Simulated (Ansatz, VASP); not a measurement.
# One calculation of W, two programs

```
W
1.0
     0.00000    1.68365    1.68365
     1.68365    0.00000    1.68365
     1.68365    1.68365    0.00000
W
1
Direct
  0.00000 0.00000 0.00000
```

Change from the starting cell: volume scaled by 0.58, LAPW.

Alike in both runs: task single point; functional PBE; k mesh 18 × 18 × 18; occupations fermi-dirac, width 0.1 eV; no spin polarisation.

|  | VASP | Ansatz |
| --- | --- | --- |
| version | VASP 6.6.1 | Ansatz 0.2.0 |
| potentials or method | VASP PAW PBE potentials, release 64 (W_sv), cutoff 520 eV | all-electron LAPW, scalar-relativistic |

Ansatz gave:

```
pressure (GPa) : 431.6
```

Problem. What did VASP give for the same quantities?

Solution. Pressure (GPa): 451.2.

Both programs put the cell under a high pressure, so it lies far from rest at this level. Ansatz ran all-electron here, and VASP with PAW potentials.

Neither program's run includes spin-orbit coupling. Noted on VASP's run: the cell as given lies far from equilibrium.
